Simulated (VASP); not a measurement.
## Ta: single point with PBEsol

Ta:

```xyz
1
Lattice="-1.6290 1.6290 1.6290 1.6290 -1.6290 1.6290 1.6290 1.6290 -1.6290" Properties=species:S:1:pos:R:3 pbc="T T T"
Ta    0.0000    0.0000    0.0000
```

This cell differs from its parent crystal: volume scaled by 0.96.

```json
{
 "Program": "VASP 6.6.1",
 "Task": "single point",
 "Functional": "PBEsol",
 "Potentials or basis": "VASP PAW PBE potentials, release 64 (Ta_pv)",
 "Cutoff": "520 eV",
 "k mesh": "15 × 15 × 15",
 "Occupations": "fermi-dirac, width 0.05 eV",
 "Spin": "no spin polarisation",
 "Dipole correction": "no",
 "Further INCAR settings": "ALGO = Normal; EDIFF = 1e-07; NBANDS = 12"
}
```

| Quantity | Value |
| --- | --- |
| Pressure | 4.7 GPa |

Levels at points of the mesh, in eV from the Fermi level:
| k point | band 1 | band 2 | band 3 | band 4 | band 5 | band 6 | band 7 | band 8 | band 9 | band 10 |
| --- | --- | --- | --- | --- | --- | --- | --- | --- | --- | --- |
| (0.00, 0.00, 0.00) | -32.86 | -32.86 | -32.86 | -8.08 | 0.72 | 0.72 | 0.72 | 4.14 | 4.14 | 14.81 |

Run time: 9.7 s on 1 thread of Intel Xeon 6975P-C, on a shared host, peak memory 0.16 GiB.

Caveat: the PAW data sets were made with another functional, which shifts forces and pressure a little; spin-orbit coupling is left out, which moves the levels of the heavy elements.
